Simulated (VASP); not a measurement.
# GaN (P6_3mc) in VASP: further runs

GaN is run at these levels: PBE, r2SCAN; tasks: single point.

Program: VASP 6.6.1. These are calculated values, not measurements. Logs are shortened: lines on timing, memory, paths and dates and some standing lists are left out, and cuts for length are marked.

## Step 1: The cell of the first run

It takes space group P6_3mc (No. 186, hexagonal). Conventional cell: a = 3.218 Å, b = 3.218 Å, c = 5.243 Å, α = 90.00°, β = 90.00°, γ = 120.00°. Ga (site symmetry 3m) has 4 N at 1.97 to 1.98 Å within 2.6 Å. N (site symmetry 3m) has 4 Ga at 1.97 to 1.98 Å within 2.6 Å.

## Step 2: Single point, PBE

Input file INCAR:

```
SYSTEM = GaN
  PREC = Accurate
  ENCUT = 520
  EDIFF = 1E-6
  ISMEAR = 0
  SIGMA = 0.01
  LREAL = .FALSE.
  LASPH = .TRUE.
  NELM = 60
  ALGO = Normal
  ISIF = 2
  LWAVE = .FALSE.
  LCHARG = .TRUE.
  GGA = PE
  LELF = .TRUE.
  LVHAR = .TRUE.
  NBANDS = 26
```

Input file KPOINTS:

```
Automatic mesh
0
G
  9 9 4
  0 0 0
```

Input file POSCAR:

```
GaN
1.0
    3.2183180249      0.0000000000      0.0000000000
   -1.6091590125      2.7871451670      0.0000000000
    0.0000000000      0.0000000000      5.2432518669
Ga N
2 2
Direct
    0.3333333333      0.6666666667     -0.0008524603
    0.6666666667      0.3333333333      0.4991475397
    0.3333333333      0.6666666667      0.3758524603
    0.6666666667      0.3333333333      0.8758524603
```

Potentials or basis: VASP PAW PBE potentials, release 64 (Ga_d, N).

Launch:

```bash
$ cat potpaw_PBE.64/Ga_d/POTCAR potpaw_PBE.64/N/POTCAR > POTCAR
$ mpirun -np 1 vasp_std > vasp.out
```

OUTCAR:

```text
SYSTEM = GaN
   PREC = Accurate
   ENCUT = 520
   EDIFF = 1E-6
   ISMEAR = 0
   LREAL = .FALSE.
   LASPH = .TRUE.
   NELM = 60
   ISIF = 2
   GGA = PE

 ion  position               nearest neighbor table
   1  0.333  0.667  0.999-   4 1.97   4 1.97   4 1.97   3 1.98
   2  0.667  0.333  0.499-   3 1.97   3 1.97   3 1.97   4 1.98
   3  0.333  0.667  0.376-   2 1.97   2 1.97   2 1.97   1 1.98
   4  0.667  0.333  0.876-   1 1.97   1 1.97   1 1.97   2 1.98

  LATTYP: Found a hexagonal cell.
 ALAT       =     3.2183180249
 C/A-ratio  =     1.6291901006

  Lattice vectors:

 A1 = (   3.2183180249,   0.0000000000,   0.0000000000)
 A2 = (  -1.6091590125,   2.7871451670,   0.0000000000)
 A3 = (   0.0000000000,   0.0000000000,   5.2432518669)

Analysis of symmetry for initial positions (statically):
=====================================================================
 Subroutine PRICEL returns:
 Original cell was already a primitive cell.

 Routine SETGRP: Setting up the symmetry group for a
 hexagonal supercell.

 Subroutine GETGRP returns: Found 12 space group operations
 (whereof  6 operations were pure point group operations)
 out of a pool of 24 trial point group operations.

The static configuration has the point symmetry C_3v.
 The point group associated with its full space group is C_6v.

Analysis of symmetry for dynamics (positions and initial velocities):
=====================================================================
 Subroutine PRICEL returns:
 Original cell was already a primitive cell.

 Routine SETGRP: Setting up the symmetry group for a
 hexagonal supercell.

 Subroutine GETGRP returns: Found 12 space group operations
 (whereof  6 operations were pure point group operations)
 out of a pool of 24 trial point group operations.

The dynamic configuration has the point symmetry C_3v.
 The point group associated with its full space group is C_6v.

 Subroutine INISYM returns: Found 12 space group operations
 (whereof  6 operations are pure point group operations),
 and found     1 'primitive' translations

----------------------------------------------------------------------------------------

                                     Primitive cell

  volume of cell :      47.0315

  direct lattice vectors                    reciprocal lattice vectors
     3.218318025  0.000000000  0.000000000     0.310721312  0.179395033  0.000000000
    -1.609159012  2.787145167  0.000000000     0.000000000  0.358790067  0.000000000
     0.000000000  0.000000000  5.243251867     0.000000000  0.000000000  0.190721336

  length of vectors
     3.218318025  3.218318025  5.243251867     0.358790067  0.358790067  0.190721336

  position of ions in fractional coordinates (direct lattice)
     0.333333333  0.666666667  0.999147540
     0.666666667  0.333333333  0.499147540
     0.333333333  0.666666667  0.375852460
     0.666666667  0.333333333  0.875852460

  ion indices of the primitive-cell ions
   primitive index   ion index
                 1           1
                 2           2
                 3           3
                 4           4

----------------------------------------------------------------------------------------

 KPOINTS: Automatic mesh

Automatic generation of k-mesh.
 Grid dimensions read from file:
 generate k-points for:    9    9    4

 Generating k-lattice:

  Cartesian coordinates                     Fractional coordinates (reciprocal lattice)
     0.034524590  0.019932781  0.000000000     0.111111111  0.000000000  0.000000000
     0.000000000  0.039865563  0.000000000     0.000000000  0.111111111  0.000000000
     0.000000000  0.000000000  0.047680334     0.000000000  0.000000000  0.250000000

  Length of vectors
     0.039865563  0.039865563  0.047680334

  Shift w.r.t. Gamma in fractional coordinates (k-lattice)
     0.000000000  0.000000000  0.000000000

 Subroutine IBZKPT returns following result:
 ===========================================

 Found     36 irreducible k-points:

 Following reciprocal coordinates:
            Coordinates               Weight
  0.000000  0.000000  0.000000      1.000000
  0.111111  0.000000  0.000000      6.000000
  0.222222  0.000000  0.000000      6.000000
  0.333333  0.000000  0.000000      6.000000
  0.444444  0.000000  0.000000      6.000000
  0.111111  0.111111  0.000000      6.000000
[... 16 lines left out ...]
  0.333333  0.222222  0.250000     24.000000
  0.333333  0.333333  0.250000      4.000000
 [... further k-points ...]
   k-points           NKPTS =     36   k-points in BZ     NKDIM =     36   number of bands    NBANDS=     26
   number of dos      NEDOS =    301   number of ions     NIONS =      4
   total plane-waves  NPLWV =  23040
   dimension x,y,z NGX =    24 NGY =   24 NGZ =   40
   dimension x,y,z NGXF=    48 NGYF=   48 NGZF=   80
   ions per type =               2   2
   NGX,Y,Z   is equivalent  to a cutoff of  12.40, 12.40, 12.68 a.u.
   NGXF,Y,Z  is equivalent  to a cutoff of  24.79, 24.79, 25.37 a.u.
 SYSTEM =  GaN
   PREC   = accura    normal or accurate (medium, high low for compatibility)
   ISTART =      0    job   : 0-new  1-cont  2-samecut
   ICHARG =      2    charge: 1-file 2-atom 10-const
   ISPIN  =      1    spin polarized calculation?
   LNONCOLLINEAR =      F non collinear calculations
   LSORBIT =      F    spin-orbit coupling
   LASPH  =      T    aspherical Exc in radial PAW
   ENCUT  =  520.0 eV  38.22 Ry    6.18 a.u.   5.98  5.98  9.75*2*pi/ulx,y,z
   NELM   =     60;   NELMIN=  2; NELMDL= -5     # of ELM steps
   EDIFF  = 0.1E-05   stopping-criterion for ELM
   LREAL  =      F    real-space projection
   EDIFFG = 0.1E-04   stopping-criterion for IOM
   NSW    =      0    number of steps for IOM
   IBRION =     -1    ionic relax: 0-MD 1-quasi-New 2-CG
   NFREE  =      0    steps in history (QN), initial steepest desc. (CG)
   ISIF   =      2    stress and relaxation
   ISYM   =      2    0-nonsym 1-usesym 2-fastsym
   POTIM  = 0.5000    time-step for ionic-motion
   TEBEG  =    0.0;   TEEND  =   0.0 temperature during run
   PSTRESS=    0.0 pullay stress
   NELECT =      36.0000    total number of electrons
   NUPDOWN=      -1.0000    fix difference up-down
   EMIN   =  10.00;   EMAX   =-10.00  energy-range for DOS
   EFERMI =   0.00;   METHOD = LEGACY
   ISMEAR =     0;   SIGMA  =   0.01  broadening in eV -4-tet -1-fermi 0-gaus
   EFERMI_NEDOS =   21; number of points for ismear=-14 and -15
   IALGO  =     38    algorithm
   IMIX   =      4    mixing-type and parameters
     AMIX     =   0.40;   BMIX     =  1.00
     AMIX_MAG =   1.60;   BMIX_MAG =  1.00
  volume/ion in A,a.u.               =      11.76        79.35
  Fermi-wavevector in a.u.,A,eV,Ry     =   1.497543  2.829946 30.512894  2.242634
  Thomas-Fermi vector in A             =   2.609417
   LORBIT       =      0    0 simple, 1 ext, 2 COOP (PROOUT), +10 PAW based schemes
   GGA     = PE    functional components
   LHFCALC =     F    Hartree Fock is set to
   AEXX    =    0.0000 exact exchange contribution
   IVDW    =     0    specifies the selected vdW correction
   LEPSILON=     F    determine dielectric tensor
   LRPA    =     F    only Hartree local field effects (RPA)
 non-spin polarized calculation
 Gauss-broadening in eV      SIGMA  =   0.01
  energy-cutoff  :      520.00
  volume of cell :       47.03
 maximum number of plane-waves:      1290
 NGX is ok and might be reduce to    24
   NGX = 11   NGY = 11   NGZ = 19

 number of electron      35.9999956 magnetization

 Free energy of the ion-electron system (eV)
  ---------------------------------------------------
  ext. energy  EPLUGINS =         0.00000000
  ---------------------------------------------------
  free energy    TOTEN  =       -24.32751637 eV

  energy without entropy =      -24.32751637  energy(sigma->0) =      -24.32751637

 E-fermi :   5.0663     XC(G=0): -11.5151

 val. band max:        5.0091989598   @ k =   0.0000   0.0000   0.0000
 cond. band min:       6.7249285700   @ k =   0.0000   0.0000   0.0000
 fundamental gap:      1.7157296101
 Fermi energy:         5.0662812332

 k-point     1 :       0.0000    0.0000    0.0000
  band No.  band energies     occupation
      1     -10.7264      2.00000
      2      -9.9031      2.00000
      3      -8.4115      2.00000
      4      -8.3972      2.00000
      5      -8.3972      2.00000
      6      -8.3414      2.00000
[... 18 lines left out ...]
     25      16.4973      0.00000
     26      16.4973      0.00000

 k-point     2 :       0.1111    0.0000    0.0000
  band No.  band energies     occupation
      1     -10.6142      2.00000
      2      -9.8762      2.00000
      3      -8.3995      2.00000
      4      -8.3813      2.00000
      5      -8.3564      2.00000
      6      -8.3273      2.00000
[... 18 lines left out ...]
     25      16.0473      0.00000
     26      16.7498      0.00000

 k-point     3 :       0.2222    0.0000    0.0000
  band No.  band energies     occupation
      1     -10.3389      2.00000
      2      -9.8204      2.00000
      3      -8.3671      2.00000
      4      -8.3495      2.00000
      5      -8.2940      2.00000
      6      -8.2640      2.00000
[... 18 lines left out ...]
     25      16.2752      0.00000
     26      17.2929      0.00000

 k-point     4 :       0.3333    0.0000    0.0000
  band No.  band energies     occupation
      1     -10.0661      2.00000
      2      -9.7774      2.00000
      3      -8.3480      2.00000
      4      -8.3317      2.00000
      5      -8.2546      2.00000
      6      -8.2032      2.00000
[... 18 lines left out ...]
     25      16.4610      0.00000
     26      17.9890      0.00000
[... 496 lines left out ...]
      1      -9.9032      2.00000
      2      -9.7682      2.00000
      3      -8.3415      2.00000
      4      -8.3091      2.00000
      5      -8.2564      2.00000
      6      -8.2371      2.00000
[... 18 lines left out ...]
     25      16.1913      0.00000
     26      18.0874      0.00000

 k-point    23 :       0.3333    0.2222    0.2500
  band No.  band energies     occupation
      1      -9.8183      2.00000
      2      -9.7562      2.00000
      3      -8.3518      2.00000
      4      -8.2919      2.00000
      5      -8.2533      2.00000
      6      -8.2054      2.00000
[... 18 lines left out ...]
     25      17.0531      0.00000
     26      18.1317      0.00000

 k-point    24 :       0.3333    0.3333    0.2500
  band No.  band energies     occupation
      1      -9.7712      2.00000
      2      -9.7712      2.00000
      3      -8.3612      2.00000
      4      -8.2568      2.00000
      5      -8.2568      2.00000
      6      -8.2038      2.00000
[... 18 lines left out ...]
     25      17.9886      0.00000
     26      18.2051      0.00000

 [... further k-points ...]

------------------------ aborting loop because EDIFF is reached ----------------------------------------

  FORCE on cell =-STRESS in cart. coord.  units (eV):
  Direction    XX          YY          ZZ          XY          YZ          ZX
  --------------------------------------------------------------------------------------
  -------------------------------------------------------------------------------------
  Total        0.0353411      0.0353411      0.0408562     -0.0000000     -0.0000000     -0.0000000
  in kB        1.2039313      1.2039313      1.3918092     -0.0000000     -0.0000000     -0.0000000
  external PRESSURE =       1.2665573 kB  Pullay stress =       0.0000000 kB

 VOLUME and BASIS-vectors are now :
 -----------------------------------------------------------------------------
  energy-cutoff  :      520.00
  volume of cell :       47.03
      direct lattice vectors                 reciprocal lattice vectors
     3.218318025  0.000000000  0.000000000     0.310721312  0.179395033  0.000000000
    -1.609159012  2.787145167  0.000000000     0.000000000  0.358790067  0.000000000
     0.000000000  0.000000000  5.243251867     0.000000000  0.000000000  0.190721336

 POSITION                                       TOTAL-FORCE (eV/Angst)
 -----------------------------------------------------------------------------------
     -0.00000      1.85810      5.23878        -0.000000      0.000000     -0.000903
      1.60916      0.92905      2.61716         0.000000     -0.000000     -0.000903
     -0.00000      1.85810      1.97069         0.000000     -0.000000      0.000903
      1.60916      0.92905      4.59232        -0.000000      0.000000      0.000903
 -----------------------------------------------------------------------------------
    total drift:                               -0.000001     -0.000001     -0.001238

  FREE ENERGIE OF THE ION-ELECTRON SYSTEM (eV)
  ---------------------------------------------------
  free  energy   TOTEN  =       -24.3275163735 eV

  energy  without entropy=      -24.3275163735  energy(sigma->0) =      -24.32751637
```

Wall time 16 s (1 thread of Intel Xeon 6975P-C (Granite Rapids), shared host); peak memory 0.18 GiB.

Results:

- Free energy: -24.3275 eV
- Pressure: 0.1 GPa
- Band gap on the k mesh: 1.72 eV, direct

[end of part 1 of 2]
